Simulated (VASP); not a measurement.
Set up this calculation in VASP 6.6.1, as the native input.

- Task: single point
- Functional: PBE
- Potentials or basis: VASP PAW PBE potentials, release 64 (In_d, P)
- Cutoff: 520 eV
- k mesh: 3 × 3 × 3
- Occupations: gaussian, width 0.02 eV
- Spin: no spin polarisation
- Dipole correction: no
- Further INCAR settings: LREAL = Auto; ALGO = Normal; EDIFF = 1e-06; NBANDS = 86

The structure of InP lies in POSCAR:

```
InP
1.0
    0.0000000000      5.9597880289     -5.9597880289
    5.9597880289      5.9597880289      0.0000000000
    5.9597880289      0.0000000000     -5.9597880289
In P
8 8
Direct
    0.5000000000      0.5000000000      0.0000000000
    0.5000000000      0.0000000000      0.0000000000
    1.0000000000      0.5000000000      0.0000000000
    1.0000000000      0.0000000000      0.0000000000
    0.5000000000      0.5000000000      0.5000000000
    0.5000000000      0.0000000000      0.5000000000
    1.0000000000      0.5000000000      0.5000000000
    1.0000000000      0.0000000000      0.5000000000
    0.3750000000      0.3750000000      0.3750000000
    0.3750000000      0.8750000000      0.3750000000
    0.8750000000      0.3750000000      0.3750000000
    0.8750000000      0.8750000000      0.3750000000
    0.3750000000      0.3750000000      0.8750000000
    0.3750000000      0.8750000000      0.8750000000
    0.8750000000      0.3750000000      0.8750000000
    0.8750000000      0.8750000000      0.8750000000
```

One way to write it, as run:

INCAR

```
SYSTEM = InP
ALGO = Normal ; EDIFF = 1E-6
ENCUT = 520 ; GGA = PE
ISIF = 2 ; ISMEAR = 0
LASPH = .TRUE. ; LCHARG = .TRUE.
LELF = .TRUE. ; LREAL = Auto
LVHAR = .TRUE. ; LWAVE = .FALSE.
NBANDS = 86 ; NELM = 60
PREC = Accurate ; SIGMA = 0.02
```

KPOINTS

```
k-points
0
G
  3 3 3
  0 0 0
```

Potentials or basis: VASP PAW PBE potentials, release 64 (In_d, P).

Command:

```sh
$ cat potpaw_PBE.64/In_d/POTCAR potpaw_PBE.64/P/POTCAR > POTCAR
$ mpirun -np 1 vasp_std > vasp.out
```

It gave:

- Pressure: 0.0 GPa
- Band gap on the k mesh: 0.44 eV

Caveat: semilocal functionals underestimate gaps, and a narrow one can read as zero; spin-orbit coupling is left out, which moves the levels of the heavy elements.

Run time: 6.2 min on 1 thread of Intel(R) Xeon(R) Platinum 8259CL CPU @ 2.50GHz (Skylake/Cascade Lake), with other jobs on the host, peak memory 0.58 GiB.
